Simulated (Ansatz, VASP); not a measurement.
One calculation of GaAs, two programs

```
Ga As
1.0
     0.00000    2.82874    2.82874
     2.82874    0.00000    2.82874
     2.82874    2.82874    0.00000
Ga As
1 1
Cartesian
  0.0000 0.0000 0.0000
  1.4144 1.4144 1.4144
```

Alike in both runs: functional PBEsol; k mesh 6 × 6 × 6; no spin polarisation.

Ansatz relaxed the structure, and its values are those at the end. VASP's run is a single point on that final structure, the one shown.

```csv
,VASP,Ansatz
version,VASP 6.6.1,Ansatz 0.2.0
potentials or method,"VASP PAW PBE potentials, release 64 (Ga_d, As), cutoff 520 eV","plane waves, PAW"
occupations,"gaussian, width 0.01 eV",fixed
valence electrons in the cell,18,28
```

Ansatz gave:

```
pressure (GPa) : 0.0
```

Problem. Estimate VASP's values.

Solution. Pressure (GPa): 0.2.

VASP's potentials were made for PBE, not for PBEsol. VASP's potentials hold 18 valence electrons a cell and Ansatz's 28, so a difference there can come from the potentials and not from the codes.
